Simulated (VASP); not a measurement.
# BAs (F-43m) in VASP: a series of runs

The runs below take BAs through single point, with PBEsol.

Everything below comes from runs of VASP 6.6.1. Logs are shortened: lines on timing, memory, paths and dates and some standing lists are left out, and cuts for length are marked.

## (1) The cell of the first run

The structure is cubic, space group F-43m (No. 216). Conventional cell: a = 4.716 Å, b = 4.716 Å, c = 4.716 Å, α = 90.00°, β = 90.00°, γ = 90.00°. Within 2.7 Å of B (site symmetry -43m) lie 4 As at 2.04 Å. As (site symmetry -43m) has 4 B at 2.04 Å within 2.7 Å.

## (2) Single point, PBEsol

INCAR reads:

```
SYSTEM = BAs
ALGO     = Normal         ! electronic algorithm
EDIFF    = 1E-6           ! SCF threshold, eV
ENCUT    = 560            ! plane-wave cutoff, eV
GGA      = PS             ! functional
GGA_COMPAT= .FALSE.      
ISIF     = 2              ! what is computed and relaxed
ISMEAR   = 0              ! smearing method
LASPH    = .TRUE.         ! aspherical terms in the spheres
LCHARG   = .FALSE.        ! write CHGCAR
LREAL    = .FALSE.        ! projectors in reciprocal space
LWAVE    = .FALSE.        ! write WAVECAR
NBANDS   = 16             ! bands
NELM     = 120            ! most SCF steps
PREC     = Accurate       ! precision mode
SIGMA    = 0.01           ! smearing width, eV
```

KPOINTS reads:

```
k-points
0
G
  6 6 6
  0 0 0
```

POSCAR reads:

```
BAs
1.0
    0.0000000000      2.3580250919      2.3580250919
    2.3580250919      0.0000000000      2.3580250919
    2.3580250919      2.3580250919      0.0000000000
B As
1 1
Direct
    0.0000000000      0.0000000000      0.0000000000
    0.2500000000      0.2500000000      0.2500000000
```

Potentials or basis: VASP PAW PBE potentials, release 64 (B, As_d).

On the command line:

```
cat potpaw_PBE.64/B/POTCAR potpaw_PBE.64/As_d/POTCAR > POTCAR
mpirun -np 1 vasp_std > vasp.out
```

OUTCAR:

```text
SYSTEM = BAs
   EDIFF = 1E-6
   ENCUT = 560
   GGA = PS
   ISIF = 2
   ISMEAR = 0
   LASPH = .TRUE.
   LREAL = .FALSE.
   NELM = 120
   PREC = Accurate

 ion  position               nearest neighbor table
   1  0.000  0.000  0.000-   2 2.04   2 2.04   2 2.04   2 2.04
   2  0.250  0.250  0.250-   1 2.04   1 2.04   1 2.04   1 2.04

  LATTYP: Found a face centered cubic cell.
 ALAT       =     4.7160501838

  Lattice vectors:

 A1 = (   0.0000000000,   2.3580250919,   2.3580250919)
 A2 = (   2.3580250919,   0.0000000000,   2.3580250919)
 A3 = (   2.3580250919,   2.3580250919,   0.0000000000)

Analysis of symmetry for initial positions (statically):
=====================================================================
 Subroutine PRICEL returns:
 Original cell was already a primitive cell.

 Routine SETGRP: Setting up the symmetry group for a
 face centered cubic supercell.

 Subroutine GETGRP returns: Found 24 space group operations
 (whereof 24 operations were pure point group operations)
 out of a pool of 48 trial point group operations.

The static configuration has the point symmetry T_d .

Analysis of symmetry for dynamics (positions and initial velocities):
=====================================================================
 Subroutine PRICEL returns:
 Original cell was already a primitive cell.

 Routine SETGRP: Setting up the symmetry group for a
 face centered cubic supercell.

 Subroutine GETGRP returns: Found 24 space group operations
 (whereof 24 operations were pure point group operations)
 out of a pool of 48 trial point group operations.

The dynamic configuration has the point symmetry T_d .

 Subroutine INISYM returns: Found 24 space group operations
 (whereof 24 operations are pure point group operations),
 and found     1 'primitive' translations

----------------------------------------------------------------------------------------

                                     Primitive cell

  volume of cell :      26.2226

  direct lattice vectors                    reciprocal lattice vectors
     0.000000000  2.358025092  2.358025092    -0.212041849  0.212041849  0.212041849
     2.358025092  0.000000000  2.358025092     0.212041849 -0.212041849  0.212041849
     2.358025092  2.358025092  0.000000000     0.212041849  0.212041849 -0.212041849

  length of vectors
     3.334751065  3.334751065  3.334751065     0.367267255  0.367267255  0.367267255

[... 70 lines left out ...]
   NELM   =    120;   NELMIN=  2; NELMDL= -5     # of ELM steps
   EDIFF  = 0.1E-05   stopping-criterion for ELM
   LREAL  =      F    real-space projection
   EDIFFG = 0.1E-04   stopping-criterion for IOM
   NSW    =      0    number of steps for IOM
   IBRION =     -1    ionic relax: 0-MD 1-quasi-New 2-CG
   NFREE  =      0    steps in history (QN), initial steepest desc. (CG)
   ISIF   =      2    stress and relaxation
   ISYM   =      2    0-nonsym 1-usesym 2-fastsym
   POTIM  = 0.5000    time-step for ionic-motion
   TEBEG  =    0.0;   TEEND  =   0.0 temperature during run
   PSTRESS=    0.0 pullay stress
   NELECT =      18.0000    total number of electrons
   NUPDOWN=      -1.0000    fix difference up-down
   EMIN   =  10.00;   EMAX   =-10.00  energy-range for DOS
   EFERMI =   0.00;   METHOD = LEGACY
   ISMEAR =     0;   SIGMA  =   0.01  broadening in eV -4-tet -1-fermi 0-gaus
   EFERMI_NEDOS =   21; number of points for ismear=-14 and -15
   IALGO  =     38    algorithm
   IMIX   =      4    mixing-type and parameters
     AMIX     =   0.40;   BMIX     =  1.00
     AMIX_MAG =   1.60;   BMIX_MAG =  1.00
  volume/ion in A,a.u.               =      13.11        88.48
  Fermi-wavevector in a.u.,A,eV,Ry     =   1.444133  2.729016 28.375231  2.085521
  Thomas-Fermi vector in A             =   2.562462
   LORBIT       =      0    0 simple, 1 ext, 2 COOP (PROOUT), +10 PAW based schemes
   GGA     = PS    functional components
   LHFCALC =     F    Hartree Fock is set to
   AEXX    =    0.0000 exact exchange contribution
   IVDW    =     0    specifies the selected vdW correction
   LEPSILON=     F    determine dielectric tensor
   LRPA    =     F    only Hartree local field effects (RPA)
 non-spin polarized calculation
 Gauss-broadening in eV      SIGMA  =   0.01
  energy-cutoff  :      560.00
  volume of cell :       26.22
 maximum number of plane-waves:       805
 NGX is ok and might be reduce to    28
   NGX = 13   NGY = 13   NGZ = 13

 number of electron      17.9999999 magnetization

 Free energy of the ion-electron system (eV)
  ---------------------------------------------------
  ext. energy  EPLUGINS =         0.00000000
  ---------------------------------------------------
  free energy    TOTEN  =       -12.21923067 eV

  energy without entropy =      -12.21923067  energy(sigma->0) =      -12.21923067

 E-fermi :   5.1908     XC(G=0): -11.5082

 val. band max:        5.1002435757   @ k =   0.0000   0.0000   0.0000
 cond. band min:       6.2579722790   @ k =   0.3333   0.3333   0.0000
 fundamental gap:      1.1577287033
 Fermi energy:         5.1908301622

 k-point     1 :       0.0000    0.0000    0.0000
  band No.  band energies     occupation
      1     -30.6598      2.00000
      2     -30.6598      2.00000
      3     -30.6598      2.00000
      4     -30.6322      2.00000
      5     -30.6322      2.00000
      6     -10.6956      2.00000
[... 281 lines left out ...]
      3     -30.6411      2.00000
      4     -30.6369      2.00000
      5     -30.6274      2.00000
      6      -6.1739      2.00000
[... 8 lines left out ...]
     15      21.2158      0.00000
     16      21.3795      0.00000

------------------------ aborting loop because EDIFF is reached ----------------------------------------

  FORCE on cell =-STRESS in cart. coord.  units (eV):
  Direction    XX          YY          ZZ          XY          YZ          ZX
  --------------------------------------------------------------------------------------
  -------------------------------------------------------------------------------------
  Total        0.7842536      0.7842536      0.7842536      0.0000000      0.0000000      0.0000000
  in kB       47.9172425     47.9172425     47.9172425      0.0000000      0.0000000      0.0000000
  external PRESSURE =      47.9172425 kB  Pullay stress =       0.0000000 kB

 VOLUME and BASIS-vectors are now :
 -----------------------------------------------------------------------------
  energy-cutoff  :      560.00
  volume of cell :       26.22
      direct lattice vectors                 reciprocal lattice vectors
     0.000000000  2.358025092  2.358025092    -0.212041849  0.212041849  0.212041849
     2.358025092  0.000000000  2.358025092     0.212041849 -0.212041849  0.212041849
     2.358025092  2.358025092  0.000000000     0.212041849  0.212041849 -0.212041849

 POSITION                                       TOTAL-FORCE (eV/Angst)
 -----------------------------------------------------------------------------------
      0.00000      0.00000      0.00000         0.000000      0.000000      0.000000
      1.17901      1.17901      1.17901        -0.000000     -0.000000     -0.000000
 -----------------------------------------------------------------------------------
    total drift:                                0.000001      0.000001      0.000001

  FREE ENERGIE OF THE ION-ELECTRON SYSTEM (eV)
  ---------------------------------------------------
  free  energy   TOTEN  =       -12.2192306688 eV

  energy  without entropy=      -12.2192306688  energy(sigma->0) =      -12.21923067
```

Wall time 8.6 s (1 thread of Intel Xeon Platinum 8259CL at 2.50GHz (Skylake/Cascade Lake), shared host); peak memory 0.15 GiB.

Results:

| Property | Result |
| --- | --- |
| Free energy | -12.2192 eV |
| Pressure | 4.8 GPa |
| Band gap on the k mesh | 1.16 eV (least direct gap 3.29 eV) |

Caveat: the cell stands under pressure; the PAW data sets were made with another functional, which shifts forces and pressure a little. A hybrid or GW would open this gap; PBEsol tends to underestimate it.

## (3) Single point, PBEsol

This run uses another cell than the first one, of 13.37 Å³/atom.

INCAR reads:

```
SYSTEM = BAs
PREC     = Accurate       ! precision mode
ENCUT    = 560            ! plane-wave cutoff, eV
EDIFF    = 1E-6           ! SCF threshold, eV
ISMEAR   = 0              ! smearing method
SIGMA    = 0.01           ! smearing width, eV
LREAL    = .False.        ! projectors in reciprocal space
LASPH    = .True.         ! aspherical terms in the spheres
NELM     = 120            ! most SCF steps
ALGO     = Normal         ! electronic algorithm
ISIF     = 2              ! what is computed and relaxed
LWAVE    = .False.        ! write WAVECAR
LCHARG   = .False.        ! write CHGCAR
GGA      = PS             ! functional
NBANDS   = 16             ! bands
GGA_COMPAT= .False.
```

KPOINTS reads:

```
regular mesh
0
Gamma
  6 6 6
  0 0 0
```

POSCAR reads:

```
BAs
1.0
    0.0000000000      2.3731594791      2.3731594791
    2.3731594791      0.0000000000      2.3731594791
    2.3731594791      2.3731594791      0.0000000000
B As
1 1
Direct
    0.0000000000      0.0000000000      0.0000000000
    0.2500000000      0.2500000000      0.2500000000
```

Potentials or basis: VASP PAW PBE potentials, release 64 (B, As_d).

On the command line:

```
cat potpaw_PBE.64/B/POTCAR potpaw_PBE.64/As_d/POTCAR > POTCAR
mpirun -np 1 vasp_std > vasp.out
```

OUTCAR:

```text
SYSTEM = BAs
   PREC = Accurate
   ENCUT = 560
   EDIFF = 1E-6
   ISMEAR = 0
   LREAL = .False.
   LASPH = .True.
   NELM = 120
   ISIF = 2
   GGA = PS

 ion  position               nearest neighbor table
   1  0.000  0.000  0.000-   2 2.06   2 2.06   2 2.06   2 2.06
   2  0.250  0.250  0.250-   1 2.06   1 2.06   1 2.06   1 2.06

  LATTYP: Found a face centered cubic cell.
 ALAT       =     4.7463189582

  Lattice vectors:

 A1 = (   0.0000000000,   2.3731594791,   2.3731594791)
[... 479 lines left out ...]

------------------------ aborting loop because EDIFF is reached ----------------------------------------

  FORCE on cell =-STRESS in cart. coord.  units (eV):
  Direction    XX          YY          ZZ          XY          YZ          ZX
  --------------------------------------------------------------------------------------
  -------------------------------------------------------------------------------------
  Total        0.3046254      0.3046254      0.3046254     -0.0000000     -0.0000000      0.0000000
  in kB       18.2585372     18.2585372     18.2585372     -0.0000000     -0.0000000      0.0000000
  external PRESSURE =      18.2585372 kB  Pullay stress =       0.0000000 kB

 VOLUME and BASIS-vectors are now :
 -----------------------------------------------------------------------------
  energy-cutoff  :      560.00
  volume of cell :       26.73
      direct lattice vectors                 reciprocal lattice vectors
     0.000000000  2.373159479  2.373159479    -0.210689591  0.210689591  0.210689591
     2.373159479  0.000000000  2.373159479     0.210689591 -0.210689591  0.210689591
     2.373159479  2.373159479  0.000000000     0.210689591  0.210689591 -0.210689591

 POSITION                                       TOTAL-FORCE (eV/Angst)
 -----------------------------------------------------------------------------------
      0.00000      0.00000      0.00000         0.000000      0.000000     -0.000000
      1.18658      1.18658      1.18658        -0.000000     -0.000000      0.000000
 -----------------------------------------------------------------------------------
    total drift:                                0.000001      0.000001      0.000001

  FREE ENERGIE OF THE ION-ELECTRON SYSTEM (eV)
  ---------------------------------------------------
  free  energy   TOTEN  =       -12.2301807132 eV

  energy  without entropy=      -12.2301807132  energy(sigma->0) =      -12.23018071
```

stdout:

```text
POSCAR found type information on POSCAR B As
 POSCAR found :  2 types and       2 ions
 scaLAPACK will be used
 -----------------------------------------------------------------------------
|                                                                             |
|                                                                             |
|     You enforced a specific xc type in the INCAR file but a different       |
|     I HOPE YOU KNOW WHAT YOU ARE DOING!                                     |
|                                                                             |
 -----------------------------------------------------------------------------

 LDA part: xc-table for (Slater+PW92), standard interpolation
 POSCAR, INCAR and KPOINTS ok, starting setup
 FFT: planning ... GRIDC
 FFT: planning ... GRID_SOFT
 FFT: planning ... GRID
 WAVECAR not read
 entering main loop
```

It took 7.5 s on 1 thread of AMD EPYC 7R13 (Zen 3), shared host; peak memory 0.12 GiB.

What came out:

| Item | Value |
| --- | --- |
| Free energy | -12.2302 eV |
| Pressure | 1.8 GPa |
| Band gap on the k mesh | 1.17 eV (least direct gap 3.27 eV) |

Levels at points of the mesh, in eV from the valence-band top:
```csv
k point,band 6,band 7,band 8,band 9,band 10,band 11,band 12,band 13
"(0.00, 0.00, 0.00)",-15.62,0.00,0.00,0.00,3.27,3.27,3.27,4.92
"(0.50, 0.00, 0.00)",-12.66,-8.96,-1.86,-1.86,2.77,4.76,4.76,8.76
"(0.50, 0.50, 0.00)",-11.33,-8.63,-4.18,-4.18,1.30,1.32,11.57,11.57
```

Caveat: the PAW data sets were made with another functional, which shifts forces and pressure a little. PBEsol gaps usually lie below the measured ones, often by a third to a half.
